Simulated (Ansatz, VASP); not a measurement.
Two plane-wave programs on Sr

The input INCAR:

```
  ALGO = Normal
  EDIFF = 1E-8
  ENCUT = 520
  GGA = PE
  ISIF = 2
  ISMEAR = -1
  LASPH = True
  LCHARG = False
  LEFG = True
  LREAL = False
  LWAVE = False
  NBANDS = 17
  NELM = 80
  PREC = Accurate
  SIGMA = 0.08
```

KPOINTS

```
k-points
0
Gamma
  11 11 6
```

File POSCAR:

```
Sr
1.0
    4.2119169548      0.0000000000      0.0000000000
   -2.1059584774      3.6476270815      0.0000000000
    0.0000000000      0.0000000000      6.9040938991
Sr
2
Direct
    0.3333333333      0.6666666667      0.2500000000
    0.6666666667      0.3333333333      0.7500000000
```

Input for Ansatz:

```yaml
crystal:
  lattice:
    - [4.2119169548, 0.0, 0.0]
    - [-2.1059584774, 3.6476270815, 0.0]
    - [0.0, 0.0, 6.9040938991]
  atoms:
    - { symbol: Sr, position: [0.3333333333, 0.6666666667, 0.25] }
    - { symbol: Sr, position: [0.6666666667, 0.3333333333, 0.75] }
kpoints:
  mp_grid: { grid: [11, 11, 6] }
scf:
  occupations: { method: fermi_dirac, width: 0.08 }
hamiltonian:
  xc: pbe
  pseudopotentials: { kind: paw }
output:
  forces: true
  stress: true
  eigenvalues: true
  efg: { contact_densities: true }
```

Change from the starting cell: volume scaled by 0.96, PAW files.

Alike in both runs: task electric field gradients; functional PBE; k mesh 11 × 11 × 6; occupations fermi-dirac, width 0.08 eV; no spin polarisation.

```csv
,VASP,Ansatz
version,VASP 6.6.1,Ansatz 0.2.0
potentials or method,"VASP PAW PBE potentials, release 64 (Sr_sv)","PAW with Ansatz's default frozen-core files, scalar-relativistic"
plane-wave cutoff (eV),520,420
valence electrons in the cell,20,20
```

```tsv
	VASP	Ansatz	Ansatz less VASP
pressure (GPa)	0.5	0.5	-0.01
size of Vzz on the site where it differs most (V/Å²)	3.8	3.9	+0.15
```
